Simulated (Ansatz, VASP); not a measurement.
## TeP2 in VASP and in Ansatz

```
Te P
1.0
     4.14103    0.00000    0.00000
    -2.07052    3.58624    0.00000
     0.00000    0.00000    4.12024
Te P
1 2
Direct
  0.00000 0.00000 0.00000
  0.33333 0.66667 0.50000
  0.66667 0.33333 0.50000
```

Change from the starting cell: species swapped into the TbSi2 type (P6/mmm, No. 191).

Alike in both runs: task relaxation of cell and atoms; functional PBE; k mesh 12 × 12 × 12; occupations gaussian, width 0.1 eV; no spin polarisation.

|  | VASP | Ansatz |
| --- | --- | --- |
| version | VASP 6.6.1 | Ansatz 0.2.0 |
| potentials or method | VASP PAW PBE potentials, release 64 (Te, P), cutoff 600 eV | scalar-relativistic, plane waves, PAW |
| valence electrons in the cell | 16 | 26 |

|  | VASP | Ansatz | Ansatz less VASP |
| --- | --- | --- | --- |
| gap on the k mesh at the Fermi level, each at its own relaxed structure (eV) | none | none | - |
| relaxed volume (Å³/atom) | 20.28 | 20.33 | +0.050 |
| relaxed cell length with the largest relative difference (Å) | 4.014 | 4.020 | +0.0055 |

A gap of «none» marks a metal or a gap that the smearing closes. VASP's potentials hold 16 valence electrons a cell and Ansatz's 26, so a difference there can come from the potentials and not from the codes.

Neither program's run includes spin-orbit coupling.
